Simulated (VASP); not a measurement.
A run of VASP 6.6.1:

File INCAR:

```
ALGO = Normal
EDIFF = 1E-8
ENCUT = 520
IBRION = 6
ISIF = 2
ISMEAR = 0
LASPH = True
LCHARG = True
LMIXTAU = True
LREAL = False
LWAVE = False
METAGGA = R2SCAN
NELM = 80
NFREE = 2
NSW = 1
POTIM = 0.015
PREC = Accurate
SIGMA = 0.01
```

KPOINTS

```
k-points
0
Gamma
  10 10 10
```

The input POSCAR:

```
GaN
1.0
    2.2147053600      2.2147053600      0.0000000000
   -2.2147053600      2.2147053600      0.0000000000
    0.0000000000      2.2147053600      2.2147053600
Ga N
1 1
Direct
    0.0000000000      0.0000000000      0.0000000000
    0.2500000000      0.7500000000      0.5000000000
```

Potentials or basis: VASP PAW PBE potentials, release 64 (Ga_d, N).

Run with:

```bash
$ cat potpaw_PBE.64/Ga_d/POTCAR potpaw_PBE.64/N/POTCAR > POTCAR
$ mpirun -np 1 vasp_std > vasp.out
```

Hardware: 1 thread of Intel Xeon 8259CL, with other jobs on the host.

Problem. How long does it take, and how much memory?

Solution. Wall time 9.2 min on 1 thread of Intel Xeon 8259CL (shared host), peak memory 0.23 GiB. Counts: scf iterations 76, k points 47.
